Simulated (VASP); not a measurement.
TiSi2, 3 atoms in the cell. The structure is hexagonal, space group P6/mmm (No. 191). The conventional cell has a = 4.284 Å, b = 4.284 Å, c = 2.523 Å, α = 90.00°, β = 90.00°, γ = 120.00°. Ti (site symmetry 6/mmm) has 2 Ti at 2.52 Å and 12 Si at 2.78 Å within 3.3 Å. Si (site symmetry -6m2) has 5 Si at 2.47 to 2.52 Å and 6 Ti at 2.78 Å within 3.3 Å. 

```yaml
Program: VASP 6.6.1
Task: single point
Functional: LDA
Potentials_or_basis: VASP PAW LDA potentials, release 64 (Ti_sv, Si)
Cutoff: 520 eV
k_mesh: 6 × 6 × 8
Occupations: fermi-dirac, width 0.05 eV
Spin: no spin polarisation
Dipole_correction: no
Further_INCAR_settings: ALGO = Normal; EDIFF = 1e-06; NBANDS = 17
```

Potentials or basis: VASP PAW LDA potentials, release 64 (Ti_sv, Si).

Launch:

```bash
$ cat potpaw_LDA.64/Ti_sv/POTCAR potpaw_LDA.64/Si/POTCAR > POTCAR
$ mpirun -np 1 vasp_std > vasp.out
```

Hardware: 1 thread of Intel Xeon 8259CL, on a shared host.

Q: Estimate the wall time of this run.

A: It took 21 s on 1 thread of Intel Xeon 8259CL, with other jobs on the host, peak memory 0.15 GiB. Counts: scf iterations 13, k points 35.
